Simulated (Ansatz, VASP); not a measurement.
**S: VASP beside Ansatz**

File INCAR:

```
SYSTEM = S
  PREC = Accurate
  ENCUT = 520
  EDIFF = 1E-6
  ISMEAR = -1
  SIGMA = 0.1
  LREAL = .False.
  LASPH = .True.
  NELM = 80
  ALGO = Normal
  ISIF = 2
  LWAVE = .False.
  LCHARG = .False.
  GGA = PE
  NBANDS = 16
```

Contents of KPOINTS:

```
regular mesh
0
Gamma
  8 8 11
  0 0 0
```

The input POSCAR:

```
S
1.0
    4.3594690139      0.0000000000      0.0000000000
   -2.1797345070      3.7754109130      0.0000000000
    0.0000000000      0.0000000000      2.3170437234
S
3
Direct
    0.0000000000      0.0000000000      0.0000000000
    0.3333333333      0.6666666667      0.5000000000
    0.6666666667      0.3333333333      0.5000000000
```

Input for Ansatz:

```yaml
crystal:
  lattice:
    - [4.3594690139, 0.0, 0.0]
    - [-2.179734507, 3.775410913, 0.0]
    - [0.0, 0.0, 2.3170437234]
  atoms:
    - { symbol: S, position: [0.0, 0.0, 0.0] }
    - { symbol: S, position: [0.3333333333, 0.6666666667, 0.5] }
    - { symbol: S, position: [0.6666666667, 0.3333333333, 0.5] }
kpoints:
  mp_grid: { grid: [8, 8, 11] }
scf:
  occupations: { method: fermi_dirac, width: 0.1 }
hamiltonian:
  xc: pbe
  pseudopotentials: { kind: all_electron, lapw: { basis_error: 0.001 } }
output:
  forces: true
  stress: true
  eigenvalues: true
  populations: true
```

Change from the starting cell: volume scaled by 0.45, LAPW.

Alike in both runs: task single point; functional PBE; k mesh 8 × 8 × 11; occupations fermi-dirac, width 0.1 eV; no spin polarisation.

```csv
,VASP,Ansatz
version,VASP 6.6.1,Ansatz 0.2.0
potentials or method,"VASP PAW PBE potentials, release 64 (S), cutoff 520 eV","all-electron LAPW, scalar-relativistic"
```

VASP gave:

```
pressure (GPa)                                                : 30.8
traceless stress, the component that is largest in VASP (GPa) : -0.34
```

What did Ansatz give for the same quantities?

Pressure (GPa): 31.3; traceless stress, the component that is largest in VASP (GPa): -0.11.

Both programs put the cell under a high pressure, so it lies far from rest at this level. Ansatz ran all-electron here, and VASP with PAW potentials.
